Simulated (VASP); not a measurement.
A run of VASP 6.6.1 is set up as follows.

Contents of INCAR:

```
PREC     = Accurate       # precision mode
ENCUT    = 600            # plane-wave cutoff, eV
EDIFF    = 1E-7           # SCF threshold, eV
ISMEAR   = -1             # smearing method
SIGMA    = 0.1            # smearing width, eV
LREAL    = False          # projectors in reciprocal space
LASPH    = True           # aspherical terms in the spheres
NELM     = 100            # most SCF steps
ALGO     = Normal         # electronic algorithm
ISIF     = 3              # what is computed and relaxed
LWAVE    = False          # write WAVECAR
LCHARG   = False          # write CHGCAR
GGA      = RP             # functional
IBRION   = 2              # ionic algorithm
NSW      = 80             # ionic steps
EDIFFG   = -0.01          # ionic threshold
```

KPOINTS

```
regular mesh
0
Gamma
  11 11 11
```

File POSCAR:

```
Na
1.0
   -2.1125000000      2.1125000000      2.1125000000
    2.1125000000     -2.1125000000      2.1125000000
    2.1125000000      2.1125000000     -2.1125000000
Na
1
Direct
    0.0000000000      0.0000000000      0.0000000000
```

Potentials or basis: VASP PAW PBE potentials, release 64 (Na_pv).

Launch:

```console
$ cat potpaw_PBE.64/Na_pv/POTCAR > POTCAR
$ mpirun -np 1 vasp_std > vasp.out
```

Q: Predict the relaxed volume.

A: 39.56 Å³/atom.

Q: Predict the relaxed cell.

A: a = 3.718 Å, b = 3.718 Å, c = 3.718 Å, α = 109.47°, β = 109.47°, γ = 109.47°.

Step by step:
```csv
step,energy change (eV),largest force (eV/Å),pressure (GPa),volume (Å³)
1,0.0000,0.0000,0.36,37.71
2,-0.0009,0.0000,0.27,38.17
3,-0.0020,0.0000,0.01,39.56
```

Caveat: the PAW data sets were made with another functional, which shifts forces and pressure a little. RPBE and its kin give volumes clearly too large for solids.
